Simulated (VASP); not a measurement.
# Sb (I4/mmm) in VASP: a series of runs

The runs below take Sb through electric field gradients, with PBEsol.

All numbers are computed with VASP 6.6.1; they aren't measurements. Logs are shortened: lines on timing, memory, paths and dates and some standing lists are left out, and cuts for length are marked.

### 1 The cell of the first run

It takes space group I4/mmm (No. 139, tetragonal). Conventional cell: a = 3.020 Å, b = 3.020 Å, c = 4.976 Å, α = 90.00°, β = 90.00°, γ = 90.00°. Sb (site symmetry 4/mmm) has 12 Sb at 3.02 to 3.28 Å within 4.0 Å.

### 2 Electric field gradients, PBEsol (volume scaled by 1.01)

Contents of INCAR:

```
SYSTEM = Sb
  ALGO = Normal
  EDIFF = 1E-8
  ENCUT = 520
  GGA = PS
  ISIF = 2
  ISMEAR = -1
  ISYM = 0
  LASPH = .True.
  LCHARG = .False.
  LEFG = .True.
  LREAL = .False.
  LWAVE = .False.
  NBANDS = 8
  NELM = 100
  PREC = Accurate
  SIGMA = 0.03
```

Contents of KPOINTS:

```
k-points
0
Gamma
  13 13 15
  0 0 0
```

Contents of POSCAR:

```
Sb
1.0
   -1.5100000367      1.5100000367      2.4882392632
    1.5100000367     -1.5100000367      2.4882392632
    1.5100000367      1.5100000367     -2.4882392632
Sb
1
Direct
    0.0000000000      0.0000000000      0.0000000000
```

Potentials or basis: VASP PAW PBE potentials, release 64 (Sb).

The run is started by

```console
$ cat potpaw_PBE.64/Sb/POTCAR > POTCAR
$ mpirun -np 1 vasp_std > vasp.out
```

OUTCAR:

```text
SYSTEM = Sb
   EDIFF = 1E-8
   ENCUT = 520
   GGA = PS
   ISIF = 2
   ISMEAR = -1
   ISYM = 0
   LASPH = .True.
   LREAL = .False.
   NELM = 100
   PREC = Accurate

 ion  position               nearest neighbor table
   1  0.000  0.000  0.000-

IMPORTANT INFORMATION: All symmetrisations will be switched off!
NOSYMM: (Re-)initialisation of all symmetry stuff for point group C_1.

----------------------------------------------------------------------------------------

                                     Primitive cell

  volume of cell :      22.6937

  direct lattice vectors                    reciprocal lattice vectors
    -1.510000037  1.510000037  2.488239263     0.000000000  0.331125820  0.200945306
     1.510000037 -1.510000037  2.488239263     0.331125820  0.000000000  0.200945306
     1.510000037  1.510000037 -2.488239263     0.331125820  0.331125820  0.000000000

  length of vectors
     3.278953317  3.278953317  3.278953317     0.387328445  0.387328445  0.468282625

  position of ions in fractional coordinates (direct lattice)
     0.000000000  0.000000000  0.000000000

  ion indices of the primitive-cell ions
   primitive index   ion index
                 1           1

----------------------------------------------------------------------------------------

 KPOINTS: k-points

Automatic generation of k-mesh.
 Grid dimensions read from file:
 generate k-points for:   13   13   15

 Generating k-lattice:

  Cartesian coordinates                     Fractional coordinates (reciprocal lattice)
     0.000000000  0.025471217  0.015457331     0.076923077 -0.000000000  0.000000000
     0.025471217  0.000000000  0.015457331    -0.000000000  0.076923077  0.000000000
     0.022075055  0.022075055  0.000000000     0.000000000  0.000000000  0.066666667

  Length of vectors
     0.029794496  0.029794496  0.031218842

  Shift w.r.t. Gamma in fractional coordinates (k-lattice)
     0.000000000  0.000000000  0.000000000

 -----------------------------------------------------------------------------
|                                                                             |
|           W    W    AA    RRRRR   N    N  II  N    N   GGGG   !!!           |
|           W    W   A  A   R    R  NN   N  II  NN   N  G    G  !!!           |
|           W    W  A    A  R    R  N N  N  II  N N  N  G       !!!           |
|           W WW W  AAAAAA  RRRRR   N  N N  II  N  N N  G  GGG   !            |
|           WW  WW  A    A  R   R   N   NN  II  N   NN  G    G                |
|           W    W  A    A  R    R  N    N  II  N    N   GGGG   !!!           |
|                                                                             |
|     Your reciprocal lattice and k-lattice belong to different lattice       |
|     classes:                                                                |
|                                                                             |
|        The reciprocal lattice is body-centered tetragonal,                  |
|        whereas your k-lattice is base-centered monoclinic.                  |
|                                                                             |
|     Results are often still useful ...                                      |
|                                                                             |
 -----------------------------------------------------------------------------

 WARNING: IBZKPT: internal override: KBLOWUP is changed to .FALSE.
      ... skipping the blow-up phase ...

 Subroutine IBZKPT returns following result:
 ===========================================

 Found   1268 irreducible k-points:

 Following reciprocal coordinates:
            Coordinates               Weight
  0.000000  0.000000  0.000000      1.000000
  0.076923  0.000000 -0.000000      2.000000
  0.153846  0.000000  0.000000      2.000000
  0.230769  0.000000  0.000000      2.000000
  0.307692  0.000000  0.000000      2.000000
  0.384615  0.000000  0.000000      2.000000
[... 16 lines left out ...]
  0.153846  0.153846  0.000000      2.000000
  0.230769  0.153846  0.000000      2.000000
 [... further k-points ...]
   k-points           NKPTS =   1268   k-points in BZ     NKDIM =   1268   number of bands    NBANDS=      8
   number of dos      NEDOS =    301   number of ions     NIONS =      1
   total plane-waves  NPLWV =  13824
   dimension x,y,z NGX =    24 NGY =   24 NGZ =   24
   dimension x,y,z NGXF=    48 NGYF=   48 NGZF=   48
   ions per type =               1
   NGX,Y,Z   is equivalent  to a cutoff of  12.17, 12.17, 12.17 a.u.
   NGXF,Y,Z  is equivalent  to a cutoff of  24.34, 24.34, 24.34 a.u.
 SYSTEM =  Sb
   PREC   = accura    normal or accurate (medium, high low for compatibility)
   ISTART =      0    job   : 0-new  1-cont  2-samecut
   ICHARG =      2    charge: 1-file 2-atom 10-const
   ISPIN  =      1    spin polarized calculation?
   LNONCOLLINEAR =      F non collinear calculations
   LSORBIT =      F    spin-orbit coupling
   LASPH  =      T    aspherical Exc in radial PAW
   ENCUT  =  520.0 eV  38.22 Ry    6.18 a.u.   6.10  6.10  6.10*2*pi/ulx,y,z
   NELM   =    100;   NELMIN=  2; NELMDL= -5     # of ELM steps
   EDIFF  = 0.1E-07   stopping-criterion for ELM
   LREAL  =      F    real-space projection
   EDIFFG = 0.1E-06   stopping-criterion for IOM
   NSW    =      0    number of steps for IOM
   IBRION =     -1    ionic relax: 0-MD 1-quasi-New 2-CG
   NFREE  =      0    steps in history (QN), initial steepest desc. (CG)
   ISIF   =      2    stress and relaxation
   ISYM   =      0    0-nonsym 1-usesym 2-fastsym
   POTIM  = 0.5000    time-step for ionic-motion
   TEBEG  =    0.0;   TEEND  =   0.0 temperature during run
   PSTRESS=    0.0 pullay stress
   NELECT =       5.0000    total number of electrons
   NUPDOWN=      -1.0000    fix difference up-down
   EMIN   =  10.00;   EMAX   =-10.00  energy-range for DOS
   EFERMI =   0.00;   METHOD = LEGACY
   ISMEAR =    -1;   SIGMA  =   0.03  broadening in eV -4-tet -1-fermi 0-gaus
   EFERMI_NEDOS =   21; number of points for ismear=-14 and -15
   IALGO  =     38    algorithm
   IMIX   =      4    mixing-type and parameters
     AMIX     =   0.40;   BMIX     =  1.00
     AMIX_MAG =   1.60;   BMIX_MAG =  1.00
  volume/ion in A,a.u.               =      22.69       153.14
  Fermi-wavevector in a.u.,A,eV,Ry     =   0.988772  1.868508 13.302008  0.977670
  Thomas-Fermi vector in A             =   2.120323
   LORBIT       =      0    0 simple, 1 ext, 2 COOP (PROOUT), +10 PAW based schemes
   GGA     = PS    functional components
   LHFCALC =     F    Hartree Fock is set to
   AEXX    =    0.0000 exact exchange contribution
   IVDW    =     0    specifies the selected vdW correction
   LEPSILON=     F    determine dielectric tensor
   LRPA    =     F    only Hartree local field effects (RPA)
 non-spin polarized calculation
  energy-cutoff  :      520.00
  volume of cell :       22.69
 maximum number of plane-waves:       634
   NGX = 13   NGY = 13   NGZ = 13

 number of electron       5.0000000 magnetization

 Free energy of the ion-electron system (eV)
  ---------------------------------------------------
  ext. energy  EPLUGINS =         0.00000000
  ---------------------------------------------------
  free energy    TOTEN  =        -4.17362080 eV

  energy without entropy =       -4.17164010  energy(sigma->0) =       -4.17263045

 E-fermi :  10.8022     XC(G=0): -11.0836

 val. band max:       10.8012888927   @ k =   0.0000  -0.0769   0.4000
 cond. band min:      10.8039074408   @ k =  -0.2308  -0.1538   0.4667
 fundamental gap:      0.0026185481
 Fermi energy:        10.8021651312

 k-point     1 :       0.0000    0.0000    0.0000
  band No.  band energies     occupation
      1      -3.6415      2.00000
      2      17.1964      0.00000
      3      17.4760      0.00000
      4      17.4791      0.00000
      5      20.9227      0.00000
      6      21.2629      0.00000
      7      21.9377      0.00000
      8      21.9397      0.00000

 k-point     2 :       0.0769    0.0000   -0.0000
  band No.  band energies     occupation
      1      -3.5030      2.00000
      2      16.0314      0.00000
      3      16.8785      0.00000
      4      17.3987      0.00000
      5      20.3252      0.00000
      6      21.2995      0.00000
      7      22.1972      0.00000
      8      22.1992      0.00000
[... 221 lines left out ...]
 k-point    23 :       0.1538    0.1538    0.0000
  band No.  band energies     occupation
      1      -2.2417      2.00000
      2      12.1010      0.00000
      3      12.6779      0.00000
      4      15.5267      0.00000
      5      20.3503      0.00000
      6      20.7095      0.00000
      7      22.7429      0.00000
      8      22.8487      0.00000

 k-point    24 :       0.2308    0.1538    0.0000
  band No.  band energies     occupation
      1      -1.4127      2.00000
      2       9.7776      2.00000
      3      12.1843      0.00000
      4      14.6881      0.00000
      5      19.7781      0.00000
      6      20.8853      0.00000
      7      22.4490      0.00000
      8      23.4778      0.00000

 [... further k-points ...]
[... 5 lines left out ...]
  --------------------------------------------------------------------------------------
  -------------------------------------------------------------------------------------
  Total        2.1057500      2.1057500      1.7729364      0.0206189     -0.0117066     -0.0117066
  in kB      148.6658945    148.6658944    125.1692630      1.4556924     -0.8264851     -0.8264851
  external PRESSURE =     140.8336840 kB  Pullay stress =       0.0000000 kB

 VOLUME and BASIS-vectors are now :
 -----------------------------------------------------------------------------
  energy-cutoff  :      520.00
  volume of cell :       22.69
      direct lattice vectors                 reciprocal lattice vectors
    -1.510000037  1.510000037  2.488239263     0.000000000  0.331125820  0.200945306
     1.510000037 -1.510000037  2.488239263     0.331125820  0.000000000  0.200945306
     1.510000037  1.510000037 -2.488239263     0.331125820  0.331125820  0.000000000

 POSITION                                       TOTAL-FORCE (eV/Angst)
 -----------------------------------------------------------------------------------
      0.00000      0.00000      0.00000        -0.000000      0.000000     -0.000000
 -----------------------------------------------------------------------------------
    total drift:                               -0.000000      0.000000     -0.000000

  FREE ENERGIE OF THE ION-ELECTRON SYSTEM (eV)
  ---------------------------------------------------
  free  energy   TOTEN  =        -4.1736208009 eV

  energy  without entropy=       -4.1716401030  energy(sigma->0) =       -4.17263045

 Electric field gradients (V/A^2)
---------------------------------------------------------------------
 ion       V_xx      V_yy      V_zz      V_xy      V_xz      V_yz
---------------------------------------------------------------------
   1     -21.675   -21.675    43.351     4.029    -0.500    -0.500
---------------------------------------------------------------------

 Electric field gradients after diagonalization (V/A^2)
 (convention: |V_zz| > |V_xx| > |V_yy|)
----------------------------------------------------------------------
 ion       V_xx      V_yy      V_zz     asymmetry (V_yy - V_xx)/ V_zz
----------------------------------------------------------------------
   1     -25.704   -17.655    43.359       0.186
----------------------------------------------------------------------

           NMR quadrupolar parameters

 Cq : quadrupolar parameter    Cq=e*Q*V_zz/h
 eta: asymmetry parameters     (V_yy - V_xx)/ V_zz
 Q  : nuclear electric quadrupole moment in mb (millibarn)
----------------------------------------------------------------------
 ion       Cq(MHz)       eta       Q (mb)
----------------------------------------------------------------------
   1       0.105       0.186       1.000
----------------------------------------------------------------------
```

Wall time 5.5 min (1 thread of AMD EPYC, shared host); peak memory 0.3 GiB.

Results:

* Free energy: -4.1736 eV
* Pressure: 14.1 GPa

Stress tensor (GPa, compression positive):
```
14.87  0.15 -0.08
 0.15 14.87 -0.08
-0.08 -0.08 12.52
```

Levels at points of the mesh, in eV from the Fermi level:
| k point | band 1 | band 2 | band 3 | band 4 | band 5 | band 6 | band 7 | band 8 |
| --- | --- | --- | --- | --- | --- | --- | --- | --- |
| (0.00, 0.00, 0.00) | -14.44 | 6.39 | 6.67 | 6.68 | 10.12 | 10.46 | 11.14 | 11.14 |

Electric field gradients, principal values (V/Å²):
```
atom    least   middle  greatest (by size)
1 Sb  -17.655  -25.704              43.359
```

Caveat: without QUAD_EFG the Cq values of the log hold for a quadrupole moment of 1 mb, not for the nuclei; the PAW data sets were made with another functional, which shifts forces and pressure a little; spin-orbit coupling is left out, which moves the levels of the heavy elements.

[end of part 1 of 2]
